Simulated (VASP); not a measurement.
**O: single point with PBEsol**

The system is O.

```
O
1.0
     1.45126    0.83789    3.47515
    -1.45126    0.83789    3.47515
     0.00000   -1.67578    3.47515
O
2
Direct
  0.05770 0.05770 0.05770
  0.94230 0.94230 0.94230
```

This cell differs from its parent crystal: volume scaled by 1.06.

| Item | Value |
| --- | --- |
| Program | VASP 6.6.1 |
| Task | single point |
| Functional | PBEsol |
| Potentials or basis | VASP PAW PBE potentials, release 64 (O) |
| Cutoff | 520 eV |
| k mesh | 10 × 10 × 10 |
| Occupations | fermi-dirac, width 0.02 eV |
| Spin | no spin polarisation |

```
Pressure               : -0.3 GPa
Largest force          : 1.771 eV/Å
Band gap on the k mesh : zero (band 6 reaches 0.58 eV, above the bottom of band 7 at -0.60 eV)
```

Forces on the atoms (eV/Å):
```
O    0.000  0.000  1.771
O    0.000  0.000 -1.771
```

Stress tensor (GPa, compression positive):
```
-8.56  0.00  0.00
 0.00 -8.56  0.00
 0.00  0.00 16.32
```

Levels at points of the mesh, in eV from the Fermi level:
| k point | band 4 | band 5 | band 6 | band 7 | band 8 | band 9 |
| --- | --- | --- | --- | --- | --- | --- |
| (0.00, 0.00, 0.00) | -6.26 | -6.26 | 0.51 | 0.51 | 7.92 | 10.99 |
| (0.50, 0.00, 0.00) | -7.62 | -6.61 | -0.68 | 0.06 | 10.00 | 12.35 |
| (0.50, 0.50, 0.00) | -7.06 | -6.80 | -1.23 | 0.55 | 9.45 | 11.53 |
| (0.50, 0.50, 0.50) | -6.35 | -6.35 | 0.73 | 0.73 | 7.45 | 8.33 |

It took 34 s on 1 thread of AMD EPYC 9R14 (Zen 4), with other jobs on the host, peak memory 0.13 GiB.

Caveat: the standard files for N, O and F lose accuracy on very short bonds; spin is off for a triplet molecule; the PAW data sets were made with another functional, which shifts forces and pressure a little.
